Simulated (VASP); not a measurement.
Runs of VASP 6.6.1 on Be. The structure is that of space group Fm-3m (No. 225), or close to it. The cells are those of the table. This isn't the form of Be at room conditions, which is hcp.

```tsv
cell	gap on the mesh (eV)	pressure (GPa)
a = 2.262 Å, angles 60.0°, 1 atom	none	(b)
a = 2.195 Å, angles 60.0°, 1 atom	none	7.3
a = 2.240 Å, angles 60.0°, 1 atom	none	-0.7
a = 2.172 Å, angles 60.0°, 1 atom	none	12.2
a = 2.218 Å, angles 60.0°, 1 atom	none	(a)
```

Alike in all rows: task single point; level r2SCAN; potentials or basis VASP PAW PBE potentials, release 64 (Be); no spin polarisation; k mesh 18 × 18 × 18; cutoff (eV) 520; smearing fermi-dirac 0.1 eV.

Problem. Fill in the values left out.

Solution. (a) 3.1; (b) -4.0.

Caveats: the PAW data sets were made with another functional, which shifts forces and pressure a little; the cell stands under pressure (at least some runs); the cell stands under tension (at least some runs).

A gap of «none» marks levels without a gap at the run's occupations.
